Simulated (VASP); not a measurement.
Set up this calculation in VASP 6.6.1, as the native input.

```
Task                   : single point
Functional             : PBEsol
Potentials or basis    : VASP PAW PBE potentials, release 64 (Sr_sv)
Cutoff                 : 520 eV
k mesh                 : 10 × 10 × 3
Occupations            : fermi-dirac, width 0.1 eV
Spin                   : no spin polarisation
Dipole correction      : no
Further INCAR settings : ALGO = Normal; EDIFF = 1e-07; NBANDS = 28
```

The structure of Sr lies in POSCAR:

```
Sr
1.0
    4.3039886044      0.0000000000      0.0000000000
   -2.1519943022      3.7273634691      0.0000000000
    0.0000000000      0.0000000000     14.0843805226
Sr
4
Direct
    1.0000000000      0.0000000000      1.0000000000
    1.0000000000      1.0000000000      0.5000000000
    0.3333333333      0.6666666667      0.2500000000
    0.6666666667      0.3333333333      0.7500000000
```

This isn't the form of Sr at room conditions, which is fcc.

The input as run:

INCAR

```
SYSTEM = Sr
PREC     = Accurate       ! precision mode
ENCUT    = 520            ! plane-wave cutoff, eV
EDIFF    = 1E-7           ! SCF threshold, eV
ISMEAR   = -1             ! smearing method
SIGMA    = 0.1            ! smearing width, eV
LREAL    = .False.        ! projectors in reciprocal space
LASPH    = .True.         ! aspherical terms in the spheres
NELM     = 60             ! most SCF steps
ALGO     = Normal         ! electronic algorithm
ISIF     = 2              ! what is computed and relaxed
LWAVE    = .False.        ! write WAVECAR
LCHARG   = .False.        ! write CHGCAR
GGA      = PS             ! functional
NBANDS   = 28             ! bands
```

KPOINTS

```
regular mesh
0
Gamma
  10 10 3
  0 0 0
```

Potentials or basis: VASP PAW PBE potentials, release 64 (Sr_sv).

Run with:

```bash
$ cat potpaw_PBE.64/Sr_sv/POTCAR > POTCAR
$ mpirun -np 1 vasp_std > vasp.out
```

Results of the run:

* Pressure: -0.8 GPa
* Band gap on the k mesh: zero (bands 20 and 21 overlap by 0.13 eV)

Caveat: the PAW data sets were made with another functional, which shifts forces and pressure a little.

Wall time 70 s on 1 thread of Intel(R) Xeon(R) 6975P-C (Granite Rapids) (shared host), peak memory 0.38 GiB.
